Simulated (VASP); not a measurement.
Wanted: the native input for a VASP 6.6.1 run.

* Task: single point
* Functional: PBEsol
* Potentials or basis: VASP PAW PBE potentials, release 64 (Mn_pv, O)
* Cutoff: 520 eV
* k mesh: 14 × 14 × 8
* Occupations: fermi-dirac, width 0.05 eV
* Spin: collinear spin, ferromagnetic start
* Starting moments: [4.0, 4.0, 0.0, 0.0] μB
* Dipole correction: no
* Further INCAR settings: ALGO = Normal; EDIFF = 1e-06; NBANDS = 31

The structure of MnO lies in POSCAR:

```
MnO
1.0
    3.3940307253      0.0000000000      0.0000000000
   -1.6970153626      2.9393168293      0.0000000000
    0.0000000000      0.0000000000      5.4211666023
Mn O
2 2
Direct
    0.3333333333      0.6666666667      0.0109600000
    0.6666666667      0.3333333333      0.5109600000
    0.3333333333      0.6666666667      0.3754700000
    0.6666666667      0.3333333333      0.8754700000
```

The input as run:

INCAR

```
PREC = Accurate ; ENCUT = 520
EDIFF = 1E-6 ; ISMEAR = -1
SIGMA = 0.05 ; LREAL = False
LASPH = True ; NELM = 150
ALGO = Normal ; ISIF = 2
LWAVE = False ; LCHARG = False
ISPIN = 2 ; MAGMOM = 4 4 0 0
LORBIT = 11 ; LMAXMIX = 4
GGA = PS ; NBANDS = 31
```

KPOINTS

```
regular mesh
0
Gamma
  14 14 8
```

Potentials or basis: VASP PAW PBE potentials, release 64 (Mn_pv, O).

Command:

```console
$ cat potpaw_PBE.64/Mn_pv/POTCAR potpaw_PBE.64/O/POTCAR > POTCAR
$ mpirun -np 1 vasp_std > vasp.out
```

Results of the run:

```yaml
Pressure: -1.2 GPa
Largest_force: 0.563 eV/Å
Band_gap_on_the_k_mesh: zero (filled and empty bands overlap)
Net_moment: 9.99 μB per cell
Site_moments: Mn +4.41; O +0.19 μB
Valence_electrons_inside_the_program's_atomic_spheres: Mn 11.41; O 4.98
```

Caveat: the stress differs along the axes, from -3 to 3 GPa; the PAW data sets were made with another functional, which shifts forces and pressure a little; semilocal functionals often make such compounds metallic where correlation or magnetic order opens a gap, which also shifts bond lengths; the run started ferromagnetic, and an antiferromagnetic order may lie lower in energy.

Wall time 5.7 min on 1 thread of Intel Xeon 8259CL (shared host), peak memory 0.39 GiB.
